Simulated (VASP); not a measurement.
Input of a VASP 6.6.1 run:

The input INCAR:

```
SYSTEM = Al
ALGO = Normal
EDIFF = 1E-7
ENCUT = 520
GGA = PE
ISIF = 2
ISMEAR = 0
IVDW = 12
LASPH = .TRUE.
LCHARG = .TRUE.
LELF = .TRUE.
LREAL = .FALSE.
LVHAR = .TRUE.
LWAVE = .FALSE.
NBANDS = 8
NELM = 100
PREC = Accurate
SIGMA = 0.15
```

The input KPOINTS:

```
k-points
0
G
  20 20 20
  0 0 0
```

POSCAR

```
Al
1.0
    0.0000000000      2.0846994000      1.9936203000
    2.0846994000      0.0000000000      1.9936203000
    2.0846994000      2.0846994000      0.0000000000
Al
1
Direct
    0.0000000000      0.0000000000      0.0000000000
```

Potentials or basis: VASP PAW PBE potentials, release 64 (Al).

Run with:

```console
$ cat potpaw_PBE.64/Al/POTCAR > POTCAR
$ mpirun -np 1 vasp_std > vasp.out
```

Question: Estimate the pressure.

Answer: -6.4 GPa.

Question: Estimate the dispersion energy per atom.

Answer: -0.320 eV.

Stress tensor (GPa, compression positive):
```
-7.00  0.00  0.00
 0.00 -7.00  0.00
 0.00  0.00 -5.25
```

Caveat: the cell differs from its parent crystal (strain +0.030 along x and y, -0.015 along z); pairwise dispersion overbinds metals, which lowers pressure and volume.
